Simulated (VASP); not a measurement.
# BaTiO3 (Cmmm) in VASP: settings compared

Aim: see how the results for BaTiO3 move with the level of theory and the settings. Levels: PBE, r2SCAN. Tasks: single point.

All numbers are computed with VASP 6.6.1; they aren't measurements. Logs are shortened: lines on timing, memory, paths and dates and some standing lists are left out, and cuts for length are marked.

### 1 The cell of the first run

It takes space group Cmmm (No. 65, orthorhombic). The conventional cell has a = 5.512 Å, b = 5.785 Å, c = 3.994 Å, α = 90.00°, β = 90.00°, γ = 90.00°. Within 3.6 Å of Ba (site symmetry mmm) lie 12 O at 2.76 to 2.89 Å and 8 Ti at 3.40 to 3.52 Å. Within 2.6 Å of Ti (site symmetry mmm) lie 6 O at 2.00 Å. O (site symmetry 2/m) has 2 Ti at 2.00 Å within 2.6 Å. Within 2.6 Å of O (site symmetry mmm) lie 2 Ti at 2.00 Å.

### 2 Single point, PBE (shear xy strain -4.8%)

INCAR

```
PREC = Accurate
ENCUT = 910
EDIFF = 1E-6
ISMEAR = -1
SIGMA = 0.02
LREAL = False
LASPH = True
NELM = 120
ALGO = Normal
ISIF = 2
LWAVE = False
LCHARG = False
GGA = PE
NBANDS = 28
GGA_COMPAT = False
```

KPOINTS

```
regular mesh
0
Gamma
  6 6 6
```

POSCAR

```
BaTiO3
1.0
    3.9940959546     -0.0966571221      0.0000000000
   -0.0966571221      3.9940959546      0.0000000000
    0.0000000000      0.0000000000      3.9940959546
Ba Ti O
1 1 3
Direct
    0.5000000000      0.5000000000      0.5000000000
    0.0000000000      0.0000000000      0.0000000000
    0.5000000000      0.0000000000      0.0000000000
    0.0000000000      0.5000000000      0.0000000000
    0.0000000000      0.0000000000      0.5000000000
```

Potentials or basis: VASP PAW PBE potentials, release 64 (Ba_sv, Ti_sv, O_h).

The run is started by

```console
$ cat potpaw_PBE.64/Ba_sv/POTCAR potpaw_PBE.64/Ti_sv/POTCAR potpaw_PBE.64/O_h/POTCAR > POTCAR
$ mpirun -np 1 vasp_std > vasp.out
```

OUTCAR:

```text
PREC = Accurate
   ENCUT = 910
   EDIFF = 1E-6
   ISMEAR = -1
   LREAL = False
   LASPH = True
   NELM = 120
   ISIF = 2
   GGA = PE

 ion  position               nearest neighbor table
   1  0.500  0.500  0.500-   5 2.76   5 2.76   3 2.82   3 2.82   4 2.82   3 2.82   3 2.82   4 2.82
                             4 2.82   4 2.82   5 2.89   5 2.89   2 3.40   2 3.40   2 3.40   2 3.40
   2  0.000  0.000  0.000-   5 2.00   5 2.00   3 2.00   4 2.00   4 2.00   3 2.00   1 3.40   1 3.40
                             1 3.40   1 3.40   1 3.52   1 3.52   1 3.52   1 3.52
   3  0.500  0.000  0.000-   2 2.00   2 2.00   1 2.82   1 2.82   1 2.82   1 2.82
   4  0.000  0.500  0.000-   2 2.00   2 2.00   1 2.82   1 2.82   1 2.82   1 2.82
   5  0.000  0.000  0.500-   2 2.00   2 2.00   1 2.76   1 2.76   1 2.89   1 2.89

  LATTYP: Found a base centered orthorhombic cell.
 ALAT       =     5.5118108554
 B/A-ratio  =     1.0496003279
 C/A-ratio  =     0.7246431453

  Lattice vectors:

 A1 = (   3.9940959546,  -0.0966571221,   0.0000000000)
 A2 = (  -0.0966571221,   3.9940959546,   0.0000000000)
 A3 = (   0.0000000000,   0.0000000000,   3.9940959546)

Analysis of symmetry for initial positions (statically):
=====================================================================
 Subroutine PRICEL returns:
 Original cell was already a primitive cell.

 Routine SETGRP: Setting up the symmetry group for a
 base centered orthorhombic supercell.

 Subroutine GETGRP returns: Found  8 space group operations
 (whereof  8 operations were pure point group operations)
 out of a pool of  8 trial point group operations.

The static configuration has the point symmetry D_2h.

Analysis of symmetry for dynamics (positions and initial velocities):
=====================================================================
 Subroutine PRICEL returns:
 Original cell was already a primitive cell.

 Routine SETGRP: Setting up the symmetry group for a
 base centered orthorhombic supercell.

 Subroutine GETGRP returns: Found  8 space group operations
 (whereof  8 operations were pure point group operations)
 out of a pool of  8 trial point group operations.

The dynamic configuration has the point symmetry D_2h.

 Subroutine INISYM returns: Found  8 space group operations
 (whereof  8 operations are pure point group operations),
 and found     1 'primitive' translations

----------------------------------------------------------------------------------------

                                     Primitive cell

  volume of cell :      63.6797

  direct lattice vectors                    reciprocal lattice vectors
     3.994095955 -0.096657122  0.000000000     0.250516261  0.006062494  0.000000000
    -0.096657122  3.994095955  0.000000000     0.006062494  0.250516261  0.000000000
     0.000000000  0.000000000  3.994095955     0.000000000  0.000000000  0.250369548

  length of vectors
     3.995265335  3.995265335  3.994095955     0.250589606  0.250589606  0.250369548

  position of ions in fractional coordinates (direct lattice)
     0.500000000  0.500000000  0.500000000
     0.000000000  0.000000000  0.000000000
     0.500000000  0.000000000  0.000000000
     0.000000000  0.500000000  0.000000000
     0.000000000  0.000000000  0.500000000

  ion indices of the primitive-cell ions
   primitive index   ion index
                 1           1
                 2           2
                 3           3
                 4           4
                 5           5

----------------------------------------------------------------------------------------

 KPOINTS: regular mesh

Automatic generation of k-mesh.
 Grid dimensions read from file:
 generate k-points for:    6    6    6

 Generating k-lattice:

  Cartesian coordinates                     Fractional coordinates (reciprocal lattice)
     0.041752710  0.001010416  0.000000000     0.166666667  0.000000000  0.000000000
     0.001010416  0.041752710  0.000000000     0.000000000  0.166666667  0.000000000
     0.000000000  0.000000000  0.041728258     0.000000000  0.000000000  0.166666667

  Length of vectors
     0.041764934  0.041764934  0.041728258

  Shift w.r.t. Gamma in fractional coordinates (k-lattice)
     0.000000000  0.000000000  0.000000000

 Subroutine IBZKPT returns following result:
 ===========================================

 Found     52 irreducible k-points:

 Following reciprocal coordinates:
            Coordinates               Weight
  0.000000  0.000000  0.000000      1.000000
  0.166667  0.000000  0.000000      4.000000
  0.333333 -0.000000  0.000000      4.000000
  0.500000  0.000000  0.000000      2.000000
  0.166667  0.166667  0.000000      2.000000
  0.333333  0.166667  0.000000      4.000000
[... 16 lines left out ...]
  0.333333  0.333333  0.166667      4.000000
  0.500000  0.333333  0.166667      8.000000
 [... further k-points ...]
   k-points           NKPTS =     52   k-points in BZ     NKDIM =     52   number of bands    NBANDS=     28
   number of dos      NEDOS =    301   number of ions     NIONS =      5
   total plane-waves  NPLWV =  64000
   dimension x,y,z NGX =    40 NGY =   40 NGZ =   40
   dimension x,y,z NGXF=    80 NGYF=   80 NGZF=   80
   ions per type =               1   1   3
   NGX,Y,Z   is equivalent  to a cutoff of  16.64, 16.64, 16.65 a.u.
   NGXF,Y,Z  is equivalent  to a cutoff of  33.29, 33.29, 33.30 a.u.
 SYSTEM =  unknown system
   PREC   = accura    normal or accurate (medium, high low for compatibility)
   ISTART =      0    job   : 0-new  1-cont  2-samecut
   ICHARG =      2    charge: 1-file 2-atom 10-const
   ISPIN  =      1    spin polarized calculation?
   LNONCOLLINEAR =      F non collinear calculations
   LSORBIT =      F    spin-orbit coupling
   LASPH  =      T    aspherical Exc in radial PAW
   ENCUT  =  910.0 eV  66.88 Ry    8.18 a.u.   9.83  9.83  9.82*2*pi/ulx,y,z
   NELM   =    120;   NELMIN=  2; NELMDL= -5     # of ELM steps
   EDIFF  = 0.1E-05   stopping-criterion for ELM
   LREAL  =      F    real-space projection
   EDIFFG = 0.1E-04   stopping-criterion for IOM
   NSW    =      0    number of steps for IOM
   IBRION =     -1    ionic relax: 0-MD 1-quasi-New 2-CG
   NFREE  =      0    steps in history (QN), initial steepest desc. (CG)
   ISIF   =      2    stress and relaxation
   ISYM   =      2    0-nonsym 1-usesym 2-fastsym
   POTIM  = 0.5000    time-step for ionic-motion
   TEBEG  =    0.0;   TEEND  =   0.0 temperature during run
   PSTRESS=    0.0 pullay stress
   NELECT =      40.0000    total number of electrons
   NUPDOWN=      -1.0000    fix difference up-down
   EMIN   =  10.00;   EMAX   =-10.00  energy-range for DOS
   EFERMI =   0.00;   METHOD = LEGACY
   ISMEAR =    -1;   SIGMA  =   0.02  broadening in eV -4-tet -1-fermi 0-gaus
   EFERMI_NEDOS =   21; number of points for ismear=-14 and -15
   IALGO  =     38    algorithm
   IMIX   =      4    mixing-type and parameters
     AMIX     =   0.40;   BMIX     =  1.00
     AMIX_MAG =   1.60;   BMIX_MAG =  1.00
  volume/ion in A,a.u.               =      12.74        85.95
  Fermi-wavevector in a.u.,A,eV,Ry     =   1.402042  2.649476 26.745283  1.965723
  Thomas-Fermi vector in A             =   2.524844
   LORBIT       =      0    0 simple, 1 ext, 2 COOP (PROOUT), +10 PAW based schemes
   GGA     = PE    functional components
   LHFCALC =     F    Hartree Fock is set to
   AEXX    =    0.0000 exact exchange contribution
   IVDW    =     0    specifies the selected vdW correction
   LEPSILON=     F    determine dielectric tensor
   LRPA    =     F    only Hartree local field effects (RPA)
 non-spin polarized calculation
  energy-cutoff  :      910.00
  volume of cell :       63.68
 maximum number of plane-waves:      4004
   NGX = 19   NGY = 19   NGZ = 19

 number of electron      40.0000009 magnetization

 Free energy of the ion-electron system (eV)
  ---------------------------------------------------
  ext. energy  EPLUGINS =         0.00000000
  ---------------------------------------------------
  free energy    TOTEN  =       -39.91814024 eV

  energy without entropy =      -39.91814024  energy(sigma->0) =      -39.91814024

 E-fermi :   4.8303     XC(G=0): -11.2995

 val. band max:        4.2827676498   @ k =   0.5000   0.5000   0.5000
 cond. band min:       5.9141225455   @ k =   0.0000   0.0000   0.0000
 fundamental gap:      1.6313548956
 Fermi energy:         4.8302630048

 k-point     1 :       0.0000    0.0000    0.0000
  band No.  band energies     occupation
      1     -52.3659      2.00000
      2     -28.6007      2.00000
      3     -28.5815      2.00000
      4     -28.5583      2.00000
      5     -20.5474      2.00000
      6     -12.6585      2.00000
[... 20 lines left out ...]
     27       9.3234      0.00000
     28      11.6662      0.00000

 k-point     2 :       0.1667    0.0000    0.0000
  band No.  band energies     occupation
      1     -52.3656      2.00000
      2     -28.6080      2.00000
      3     -28.5810      2.00000
      4     -28.5640      2.00000
      5     -20.5169      2.00000
      6     -12.6825      2.00000
[... 20 lines left out ...]
     27       9.8599      0.00000
     28      12.3020      0.00000

 k-point     3 :       0.3333   -0.0000    0.0000
  band No.  band energies     occupation
      1     -52.3651      2.00000
      2     -28.6280      2.00000
      3     -28.5800      2.00000
      4     -28.5697      2.00000
      5     -20.4545      2.00000
      6     -12.8154      2.00000
[... 20 lines left out ...]
     27      11.1128      0.00000
     28      12.5647      0.00000

 k-point     4 :       0.5000    0.0000    0.0000
  band No.  band energies     occupation
      1     -52.3649      2.00000
      2     -28.6395      2.00000
      3     -28.5795      2.00000
      4     -28.5710      2.00000
      5     -20.4226      2.00000
      6     -12.9032      2.00000
[... 578 lines left out ...]
     27      10.6625      0.00000
     28      12.5427      0.00000

 k-point    23 :       0.3333    0.3333    0.1667
  band No.  band energies     occupation
      1     -52.3641      2.00000
      2     -28.6362      2.00000
      3     -28.5973      2.00000
      4     -28.5916      2.00000
      5     -20.3664      2.00000
      6     -12.4406      2.00000
[... 20 lines left out ...]
     27      12.6163      0.00000
     28      12.6819      0.00000

 k-point    24 :       0.5000    0.3333    0.1667
  band No.  band energies     occupation
      1     -52.3639      2.00000
      2     -28.6428      2.00000
      3     -28.6028      2.00000
      4     -28.5911      2.00000
      5     -20.3470      2.00000
      6     -12.3594      2.00000
[... 20 lines left out ...]
     27      12.5254      0.00000
     28      12.8884      0.00000

 [... further k-points ...]

------------------------ aborting loop because EDIFF is reached ----------------------------------------

  FORCE on cell =-STRESS in cart. coord.  units (eV):
  Direction    XX          YY          ZZ          XY          YZ          ZX
  --------------------------------------------------------------------------------------
  -------------------------------------------------------------------------------------
  Total        1.9842593      1.9842593      1.9085010      2.4615708      0.0000000      0.0000000
  in kB       49.9238361     49.9238361     48.0177614     61.9329609      0.0000000      0.0000000
  external PRESSURE =      49.2884779 kB  Pullay stress =       0.0000000 kB

 VOLUME and BASIS-vectors are now :
 -----------------------------------------------------------------------------
  energy-cutoff  :      910.00
  volume of cell :       63.68
      direct lattice vectors                 reciprocal lattice vectors
     3.994095955 -0.096657122  0.000000000     0.250516261  0.006062494  0.000000000
    -0.096657122  3.994095955  0.000000000     0.006062494  0.250516261  0.000000000
     0.000000000  0.000000000  3.994095955     0.000000000  0.000000000  0.250369548

 POSITION                                       TOTAL-FORCE (eV/Angst)
 -----------------------------------------------------------------------------------
      1.94872      1.94872      1.99705        -0.000000      0.000000      0.000000
      0.00000      0.00000      0.00000        -0.000000      0.000000      0.000000
      1.99705     -0.04833      0.00000         0.000000      0.000000      0.000000
     -0.04833      1.99705      0.00000         0.000000      0.000000      0.000000
      0.00000      0.00000      1.99705         0.000000      0.000000      0.000000
 -----------------------------------------------------------------------------------
    total drift:                                0.000000      0.000000     -0.000000

  FREE ENERGIE OF THE ION-ELECTRON SYSTEM (eV)
  ---------------------------------------------------
  free  energy   TOTEN  =       -39.9181402448 eV

  energy  without entropy=      -39.9181402448  energy(sigma->0) =      -39.91814024
```

Run time: 4.7 min. Hardware: 1 thread of AMD EPYC 7R43 (Zen 3), shared host; peak memory 0.34 GiB.

What came out:

```yaml
Free_energy: -39.9181 eV
Pressure: 4.9 GPa
Band_gap_on_the_k_mesh: 1.63 eV (least direct gap 1.65 eV)
```

Levels at points of the mesh, in eV from the valence-band top:
| k point | band 17 | band 18 | band 19 | band 20 | band 21 | band 22 | band 23 | band 24 |
| --- | --- | --- | --- | --- | --- | --- | --- | --- |
| (0.00, 0.00, 0.00) | -1.05 | -0.30 | -0.18 | -0.02 | 1.63 | 1.70 | 1.80 | 3.91 |
| (0.50, 0.00, 0.00) | -1.87 | -1.86 | -0.75 | -0.75 | 1.88 | 3.47 | 3.48 | 3.92 |
| (0.50, 0.50, 0.00) | -1.76 | -0.98 | -0.81 | -0.09 | 3.43 | 3.54 | 3.90 | 4.77 |
| (0.00, 0.00, 0.50) | -1.96 | -1.74 | -0.96 | -0.51 | 1.89 | 3.44 | 3.51 | 3.91 |
| (0.50, 0.00, 0.50) | -1.74 | -0.90 | -0.90 | -0.13 | 3.46 | 3.48 | 3.91 | 4.77 |
| (0.50, 0.50, 0.50) | -2.29 | -0.07 | 0.00 | 0.00 | 4.11 | 4.15 | 4.21 | 6.54 |

Caveat: the cell differs from its parent crystal (shear xy strain -4.8%); the cutoff is under 1.25 times the usual one of these potentials, so pressure, stress and relaxed cells hold a basis-set (Pulay) error; the cell stands under pressure; spin-orbit coupling is left out, which moves the levels of the heavy elements. A k mesh can miss the band edges.

### 3 Single point, r2SCAN (shear xy strain -4.8%)

POSCAR is that of step 2.

INCAR.step1

```
PREC     = Accurate       # precision mode
ENCUT    = 520            # plane-wave cutoff, eV
ISMEAR   = 0              # smearing method
SIGMA    = 0.01           # smearing width, eV
LREAL    = False          # projectors in reciprocal space
LASPH    = True           # aspherical terms in the spheres
NELM     = 60             # most SCF steps
NBANDS   = 28             # bands
GGA      = PE             # functional
ALGO     = Normal         # electronic algorithm
EDIFF    = 1E-4           # SCF threshold, eV
LWAVE    = True           # write WAVECAR
LCHARG   = False          # write CHGCAR
```

INCAR.step2

```
PREC     = Accurate       # precision mode
ENCUT    = 520            # plane-wave cutoff, eV
EDIFF    = 1E-7           # SCF threshold, eV
ISMEAR   = 0              # smearing method
SIGMA    = 0.01           # smearing width, eV
LREAL    = False          # projectors in reciprocal space
LASPH    = True           # aspherical terms in the spheres
NELM     = 60             # most SCF steps
ALGO     = Normal         # electronic algorithm
ISIF     = 2              # what is computed and relaxed
LWAVE    = False          # write WAVECAR
LCHARG   = True           # write CHGCAR
METAGGA  = R2SCAN         # meta-GGA
LMIXTAU  = True         
LELF     = True           # ELF
LVHAR    = True         
NBANDS   = 28             # bands
ISTART   = 1
```

KPOINTS is that of step 2.

Potentials or basis: VASP PAW PBE potentials, release 64 (Ba_sv, Ti_sv, O).

The run is started by

```console
$ cat potpaw_PBE.64/Ba_sv/POTCAR potpaw_PBE.64/Ti_sv/POTCAR potpaw_PBE.64/O/POTCAR > POTCAR
$ cp INCAR.step1 INCAR
$ mpirun -np 1 vasp_std > vasp.out
$ cp INCAR.step2 INCAR
$ mpirun -np 1 vasp_std > vasp.out
```

Wall time 4.9 min (1 thread of AMD EPYC 7R43 (Zen 3), shared host); peak memory 0.2 GiB.

The run converged. Its results:

- Free energy: -74.1656 eV
- Pressure: 2.2 GPa
- Band gap on the k mesh: 2.02 eV (least direct gap 2.04 eV)

Stress tensor (GPa, compression positive):
```
2.30 6.65 0.00
6.65 2.30 0.00
0.00 0.00 2.11
```

Levels at points of the mesh, in eV from the valence-band top:
| k point | band 17 | band 18 | band 19 | band 20 | band 21 | band 22 | band 23 | band 24 |
| --- | --- | --- | --- | --- | --- | --- | --- | --- |
| (0.00, 0.00, 0.00) | -1.08 | -0.32 | -0.20 | -0.02 | 2.02 | 2.09 | 2.19 | 4.17 |
| (0.50, 0.00, 0.00) | -1.87 | -1.86 | -0.79 | -0.78 | 2.26 | 3.83 | 3.84 | 4.19 |
| (0.50, 0.50, 0.00) | -1.83 | -1.00 | -0.82 | -0.09 | 3.79 | 3.91 | 4.29 | 5.10 |
| (0.00, 0.00, 0.50) | -1.97 | -1.74 | -1.00 | -0.54 | 2.27 | 3.80 | 3.88 | 4.18 |
| (0.50, 0.00, 0.50) | -1.81 | -0.92 | -0.91 | -0.13 | 3.83 | 3.84 | 4.30 | 5.09 |
| (0.50, 0.50, 0.50) | -2.30 | -0.07 | 0.00 | 0.00 | 4.49 | 4.53 | 4.60 | 7.21 |

Caveat: the cell differs from its parent crystal (shear xy strain -4.8%); the PAW data sets were made with another functional, which shifts forces and pressure a little; spin-orbit coupling is left out, which moves the levels of the heavy elements.
